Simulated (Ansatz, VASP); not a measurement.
# One calculation of HfO2, two programs

INCAR

```
SYSTEM = HfO2
ALGO = Normal
EDIFF = 1E-6
ENCUT = 520
GGA = PE
ISIF = 2
ISMEAR = 0
LASPH = .True.
LCHARG = .False.
LREAL = .False.
LWAVE = .False.
NBANDS = 31
NELM = 80
PREC = Accurate
SIGMA = 0.1
```

KPOINTS

```
k-points
0
Gamma
  4 4 6
  0 0 0
```

POSCAR

```
HfO2
1.0
    4.8135328300      0.0000000000      0.0000000000
    0.0000000000      4.8135328300      0.0000000000
    0.0000000000      0.0000000000      3.2054154900
Hf O
2 4
Direct
    0.0000000000      0.0000000000      0.0000000000
    0.5000000000      0.5000000000      0.5000000000
    0.1949551200      0.8050448800      0.5000000000
    0.3050448800      0.3050448800      0.0000000000
    0.6949551200      0.6949551200      0.0000000000
    0.8050448800      0.1949551200      0.5000000000
```

Input for Ansatz:

```yaml
crystal:
  lattice:
    - [4.81353283, 0.0, 0.0]
    - [0.0, 4.81353283, 0.0]
    - [0.0, 0.0, 3.20541549]
  atoms:
    - { symbol: Hf, position: [0.0, 0.0, 0.0] }
    - { symbol: Hf, position: [0.5, 0.5, 0.5] }
    - { symbol: O, position: [0.19495512, 0.80504488, 0.5] }
    - { symbol: O, position: [0.30504488, 0.30504488, 0.0] }
    - { symbol: O, position: [0.69495512, 0.69495512, 0.0] }
    - { symbol: O, position: [0.80504488, 0.19495512, 0.5] }
basis:
  ecutwfc: 420
kpoints:
  mp_grid: { grid: [4, 4, 6] }
hamiltonian:
  xc: pbe
scf:
  occupations: { method: gaussian, width: 0.1 }
  lower_state_search: "off"
output:
  forces: true
  stress: true
  eigenvalues: true
```

Alike in both runs: task single point; functional PBE; k mesh 4 × 4 × 6; occupations gaussian, width 0.1 eV; no spin polarisation.

|  | VASP | Ansatz |
| --- | --- | --- |
| version | VASP 6.6.1 | Ansatz 0.2.0 |
| potentials or method | VASP PAW PBE potentials, release 64 (Hf_pv, O), cutoff 520 eV | scalar-relativistic, plane waves, PAW |
| valence electrons in the cell | 44 | 76 |

Ansatz gave:

- gap on the k mesh at the Fermi level (eV): 4.04
- least direct gap on the mesh (eV): 4.04
- pressure (GPa): 8.5
- traceless stress, the component that is largest in VASP (GPa): 0.79
- rms of the force components (eV/Å): 0.038

Problem. Which values does VASP return?

Solution. gap on the k mesh at the Fermi level (eV): 3.98; least direct gap on the mesh (eV): 3.98; pressure (GPa): 5.6; traceless stress, the component that is largest in VASP (GPa): 0.30; rms of the force components (eV/Å): 0.014.

Atom by atom the forces differ by 0.024 eV/Å (rms over components). VASP's potentials hold 44 valence electrons a cell and Ansatz's 76, so a difference there can come from the potentials and not from the codes.

Neither program's run includes spin-orbit coupling.
